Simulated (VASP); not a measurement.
## Cr3GeSe: single point with PBE

Crystal: Cr3GeSe.

```
Cr Ge Se
1.0
     5.89831    0.00000    0.00000
     0.00000    5.89831    0.00000
     0.00000    0.00000    4.40261
Cr Ge Se
6 2 2
Direct
  0.20410 0.70410 0.06550
  0.70410 0.79590 0.93450
  0.79590 0.29590 0.06550
  0.29590 0.20410 0.93450
  0.00000 0.00000 0.50000
  0.50000 0.50000 0.50000
  0.00000 0.50000 0.54800
  0.50000 0.00000 0.45200
  0.00000 0.00000 0.00000
  0.50000 0.50000 0.00000
```

```yaml
Program: VASP 6.6.1
Task: single point
Functional: PBE
Potentials_or_basis: VASP PAW PBE potentials, release 64 (Cr_pv, Ge_d, Se)
Cutoff: 520 eV
k_mesh: 3 × 3 × 4
Occupations: gaussian, width 0.005 eV
Spin: no spin polarisation
Dipole_correction: no
Further_INCAR_settings: ALGO = Normal; EDIFF = 1e-06; NBANDS = 67; ISYM = 0
```

```json
{
  "Pressure": "6.9 GPa",
  "Largest force": "2.094 eV/Å",
  "Band gap on the k mesh": "zero (bands 56 and 57 overlap by 0.32 eV)"
}
```

Forces in eV/Å, atoms in the order of the input:
```
Cr  -1.117 -1.117  1.374
Cr  -1.117  1.117 -1.374
Cr   1.117  1.117  1.374
Cr   1.117 -1.117 -1.374
Cr   0.000  0.000  0.000
Cr   0.000  0.000  0.000
Ge   0.000  0.000 -0.152
Ge   0.000  0.000  0.152
Se   0.000  0.000  0.000
Se   0.000  0.000  0.000
```

Stress tensor (GPa, compression positive):
```
8.91 0.00 0.00
0.00 8.91 0.00
0.00 0.00 2.97
```

Levels at points of the mesh, in eV from the Fermi level:
| k point | band 52 | band 53 | band 54 | band 55 | band 56 | band 57 | band 58 | band 59 | band 60 | band 61 |
| --- | --- | --- | --- | --- | --- | --- | --- | --- | --- | --- |
| (0.00, 0.00, 0.00) | -0.57 | -0.41 | -0.29 | -0.18 | -0.14 | -0.03 | -0.03 | 0.16 | 0.53 | 0.87 |
| (0.00, 0.00, 0.50) | -0.73 | -0.59 | -0.43 | -0.43 | -0.35 | -0.26 | -0.14 | 0.14 | 0.36 | 0.84 |

It took 5.3 min on 1 thread of Intel(R) Xeon(R) Platinum 8259CL CPU @ 2.50GHz (Skylake/Cascade Lake), with other jobs on the host, peak memory 0.36 GiB.

Caveat: the stress differs along the axes, from 3 to 9 GPa; the run has no spin polarisation, though such a crystal can be magnetic; forces of over 1 eV/Å act on the atoms, so gaps and moduli don't describe the material at rest. With open d or f shells a metallic result of PBE can be an artefact of self-interaction; +U or a hybrid may open a gap.
